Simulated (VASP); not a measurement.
Write the native input for VASP 6.6.1 that does the following.

* Task: single point
* Functional: PBE
* Potentials or basis: VASP PAW PBE potentials, release 64 (Al, N)
* Cutoff: 600 eV
* k mesh: 10 × 10 × 10
* Occupations: gaussian, width 0.02 eV
* Spin: no spin polarisation
* Dipole correction: no
* Further INCAR settings: ALGO = Normal; EDIFF = 1e-06; NBANDS = 11

The structure of AlN lies in POSCAR:

```
AlN
1.0
    0.0000000000      2.0352491790      2.0352491790
    2.0352491790      0.0000000000      2.0352491790
    2.0352491790      2.0352491790      0.0000000000
Al N
1 1
Direct
    0.0000000000      0.0000000000      0.0000000000
    0.5000000000      0.5000000000      0.5000000000
```

The input as run:

INCAR

```
ALGO     = Normal         # electronic algorithm
EDIFF    = 1E-6           # SCF threshold, eV
ENCUT    = 600            # plane-wave cutoff, eV
GGA      = PE             # functional
GGA_COMPAT= False        
ISIF     = 2              # what is computed and relaxed
ISMEAR   = 0              # smearing method
LASPH    = True           # aspherical terms in the spheres
LCHARG   = False          # write CHGCAR
LREAL    = False          # projectors in reciprocal space
LWAVE    = False          # write WAVECAR
NBANDS   = 11             # bands
NELM     = 120            # most SCF steps
PREC     = Accurate       # precision mode
SIGMA    = 0.02           # smearing width, eV
```

KPOINTS

```
k-points
0
Gamma
  10 10 10
```

Potentials or basis: VASP PAW PBE potentials, release 64 (Al, N).

The run is started by

```console
$ cat potpaw_PBE.64/Al/POTCAR potpaw_PBE.64/N/POTCAR > POTCAR
$ mpirun -np 1 vasp_std > vasp.out
```

Results of the run:

The pressure is -0.4 GPa and the band gap on the k mesh is 4.41 eV, indirect (least direct gap 5.39 eV).

It took 8.2 s on 1 thread of Intel Xeon 8259CL, on a shared host, peak memory 0.14 GiB.
